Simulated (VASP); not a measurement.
Input of a VASP 6.6.1 run:

Contents of INCAR:

```
PREC     = Accurate       # precision mode
ENCUT    = 520            # plane-wave cutoff, eV
EDIFF    = 1E-6           # SCF threshold, eV
ISMEAR   = -1             # smearing method
SIGMA    = 0.05           # smearing width, eV
LREAL    = F              # projectors in reciprocal space
LASPH    = T              # aspherical terms in the spheres
NELM     = 80             # most SCF steps
ALGO     = Normal         # electronic algorithm
ISIF     = 2              # what is computed and relaxed
LWAVE    = F              # write WAVECAR
LCHARG   = T              # write CHGCAR
GGA      = PE             # functional
LELF     = T              # ELF
LVHAR    = T            
NBANDS   = 25             # bands
```

Contents of KPOINTS:

```
regular mesh
0
Gamma
  7 7 7
```

POSCAR

```
Si3N4
1.0
    4.1307800000      0.0000000000      0.0000000000
    0.0000000000      4.1307800000      0.0000000000
    0.0000000000      0.0000000000      4.1307800000
Si N
3 4
Direct
    0.0000000000      0.0000000000      0.5000000000
    0.5000000000      0.0000000000      0.0000000000
    0.0000000000      0.5000000000      0.0000000000
    0.2395200000      0.2395200000      0.7604800000
    0.7604800000      0.7604800000      0.7604800000
    0.2395200000      0.7604800000      0.2395200000
    0.7604800000      0.2395200000      0.2395200000
```

Potentials or basis: VASP PAW PBE potentials, release 64 (Si, N).

Run with:

```console
$ cat potpaw_PBE.64/Si/POTCAR potpaw_PBE.64/N/POTCAR > POTCAR
$ mpirun -np 1 vasp_std > vasp.out
```

**Question.** Predict the band gap on the k mesh.

**Answer.** 2.74 eV, indirect (least direct gap 2.92 eV).

**Question.** What does it give for the largest force?

**Answer.** 0.016 eV/Å.

**Question.** Predict the pressure.

**Answer.** -0.2 GPa.

Forces in eV/Å, atoms in the order of the input:
```
Si   0.000  0.000  0.000
Si   0.000  0.000  0.000
Si   0.000  0.000  0.000
N   -0.009 -0.009  0.009
N    0.009  0.009  0.009
N   -0.009  0.009 -0.009
N    0.009 -0.009 -0.009
```

A k mesh can miss the band edges.
